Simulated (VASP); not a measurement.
Input of a VASP 6.6.1 run:

INCAR

```
SYSTEM = ZrB
PREC = Accurate
ENCUT = 520
EDIFF = 1E-6
ISMEAR = 0
SIGMA = 0.15
LREAL = .False.
LASPH = .True.
NELM = 60
ALGO = Normal
ISIF = 2
LWAVE = .False.
LCHARG = .True.
GGA = PS
LELF = .True.
LVHAR = .True.
NBANDS = 14
```

File KPOINTS:

```
Automatic mesh
0
Gamma
  20 20 20
  0 0 0
```

POSCAR

```
ZrB
1.0
   -0.2454426221      2.2089835992      2.2089835992
    2.2089835992     -0.2454426221      2.2089835992
    2.2089835992      2.2089835992     -0.2454426221
Zr B
1 1
Direct
    0.0000000000      0.0000000000      0.0000000000
    0.5000000000      0.5000000000      0.5000000000
```

Potentials or basis: VASP PAW PBE potentials, release 64 (Zr_sv, B).

Run with:

```bash
$ cat potpaw_PBE.64/Zr_sv/POTCAR potpaw_PBE.64/B/POTCAR > POTCAR
$ mpirun -np 1 vasp_std > vasp.out
```

Question: Estimate the pressure.

Answer: 28.8 GPa.

Question: Predict the band gap on the k mesh.

Answer: Zero (an odd number of electrons rules out a gap without spin polarisation).

Stress tensor (GPa, compression positive):
```
28.85  3.79  3.79
 3.79 28.85  3.79
 3.79  3.79 28.85
```

Caveat: the cell stands under pressure; the PAW data sets were made with another functional, which shifts forces and pressure a little.
